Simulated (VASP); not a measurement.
Set up this calculation in VASP 6.6.1, as the native input.

* Task: relaxation of cell and atoms
* Functional: PBE-based screened hybrid with 25 % exact exchange
* Potentials or basis: VASP PAW PBE potentials, release 64 (C)
* Cutoff: 600 eV
* k mesh: 3 × 3 × 10
* Occupations: fermi-dirac, width 0.05 eV
* Spin: no spin polarisation
* Dipole correction: no
* Grid for exact exchange (PRECFOCK): Normal
* Share of exact exchange: 0.25
* Further INCAR settings: ALGO = Normal; EDIFF = 1e-07; IBRION = 2; EDIFFG = -0.01; NSW = 60; ISIF = 3
* Screening parameter: 0.3 1/Å

The system is C.

```
C
1.0
     4.25517    0.00000    0.00000
     0.00000    4.25517    0.00000
     0.00000    0.00000    1.28229
C
1
Direct
  0.50000 0.50000 0.50000
```

One way to write it, as run:

POSCAR

```
C
1.0
    4.2551700000      0.0000000000      0.0000000000
    0.0000000000      4.2551700000      0.0000000000
    0.0000000000      0.0000000000      1.2822900000
C
1
Direct
    0.5000000000      0.5000000000      0.5000000000
```

INCAR.step1

```
ALGO = Normal ; EDIFF = 1E-5
ENCUT = 600 ; GGA = PE
ISMEAR = -1 ; LASPH = True
LCHARG = False ; LREAL = False
LWAVE = True ; NBANDS = 8
NELM = 80 ; PREC = Accurate
SIGMA = 0.05
```

INCAR.step2

```
AEXX = 0.25 ; ALGO = Normal
EDIFF = 1E-7 ; EDIFFG = -0.01
ENCUT = 600 ; GGA = PE
HFSCREEN = 0.3 ; IBRION = 2
ISIF = 3 ; ISMEAR = -1
ISTART = 1 ; LASPH = True
LCHARG = False ; LHFCALC = True
LREAL = False ; LWAVE = False
NELM = 80 ; NSW = 60
PREC = Accurate ; PRECFOCK = Normal
SIGMA = 0.05
```

KPOINTS

```
k-points
0
Gamma
  3 3 10
```

Potentials or basis: VASP PAW PBE potentials, release 64 (C).

Run with:

```sh
$ cat potpaw_PBE.64/C/POTCAR > POTCAR
$ cp INCAR.step1 INCAR
$ mpirun -np 1 vasp_std > vasp.out
$ cp INCAR.step2 INCAR
$ mpirun -np 1 vasp_std > vasp.out
```

It gave:

* Relaxed volume: 20.96 Å³/atom
* Relaxed cell: a = 4.063 Å, b = 4.063 Å, c = 1.270 Å, α = 90.00°, β = 90.00°, γ = 90.00°
* Space group after relaxing (to 0.1 Å): P4/mmm (No. 123)
* Energy gained by relaxing: 6.8 meV/atom
* Ionic steps: 28
* Pressure after relaxing: 0.0 GPa
* Band gap on the k mesh: zero (bands 2 and 3 overlap by 16.50 eV)

Caveat: the k points lie up to 0.52 Å⁻¹ apart in the final cell, too coarse for converged energies and pressures of a metal; the PAW data sets were made with another functional, which shifts forces and pressure a little.

It took 40 min on 1 thread of Intel Xeon 8259CL (shared host), peak memory 0.23 GiB.
